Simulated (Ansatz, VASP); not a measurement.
## CdSe in VASP and in Ansatz

The input INCAR:

```
SYSTEM = CdSe
PREC = Accurate ; ENCUT = 520
EDIFF = 1E-6 ; ISMEAR = 0
SIGMA = 0.02 ; LREAL = .FALSE.
LASPH = .TRUE. ; NELM = 80
ALGO = Normal ; ISIF = 2
LWAVE = .FALSE. ; LCHARG = .FALSE.
GGA = PS ; NBANDS = 26
```

Contents of KPOINTS:

```
regular mesh
0
G
  12 12 6
  0 0 0
```

POSCAR

```
CdSe
1.0
    4.2282683615      0.0000000000      0.0000000000
   -2.1141341807      3.6617878150      0.0000000000
    0.0000000000      0.0000000000      6.9075407122
Cd Se
2 2
Direct
    0.6666666667      0.3333333333      0.5002336604
    0.3333333333      0.6666666667      1.0002336604
    0.6666666667      0.3333333333      0.8756263396
    0.3333333333      0.6666666667      0.3756263396
```

Input for Ansatz:

```yaml
crystal:
  lattice:
    - [4.2282683615, 0.0, 0.0]
    - [-2.1141341807, 3.661787815, 0.0]
    - [0.0, 0.0, 6.9075407122]
  atoms:
    - { symbol: Cd, position: [0.6666666667, 0.3333333333, 0.5002336604] }
    - { symbol: Cd, position: [0.3333333333, 0.6666666667, 1.0002336604] }
    - { symbol: Se, position: [0.6666666667, 0.3333333333, 0.8756263396] }
    - { symbol: Se, position: [0.3333333333, 0.6666666667, 0.3756263396] }
basis:
  ecutwfc: 420
kpoints:
  mp_grid: { grid: [12, 12, 6] }
  band_path: { path: [VBM, CBM], npoints: 2 }
hamiltonian:
  xc: pbesol
scf:
  occupations: { method: gaussian, width: 0.02 }
output:
  forces: true
  stress: true
  eigenvalues: true
checkpoint:
  read: start.run
  write: ck
  compress: false
  write_wavefunctions: false
  write_every: 100000
```

Alike in both runs: task single point; functional PBEsol; k mesh 12 × 12 × 6; occupations gaussian, width 0.02 eV; no spin polarisation.

|  | VASP | Ansatz |
| --- | --- | --- |
| version | VASP 6.6.1 | Ansatz 0.2.0 |
| potentials or method | VASP PAW PBE potentials, release 64 (Cd, Se), cutoff 520 eV | scalar-relativistic, plane waves, PAW |
| valence electrons in the cell | 36 | 72 |

```csv
,VASP,Ansatz,Ansatz less VASP
gap on the k mesh at the Fermi level (eV),0.65,0.64,-0.003
least direct gap on the mesh (eV),0.65,0.64,-0.003
pressure (GPa),3.4,3.0,-0.43
```

VASP's potentials were made for PBE, not for PBEsol. VASP's potentials hold 36 valence electrons a cell and Ansatz's 72, so a difference there can come from the potentials and not from the codes.
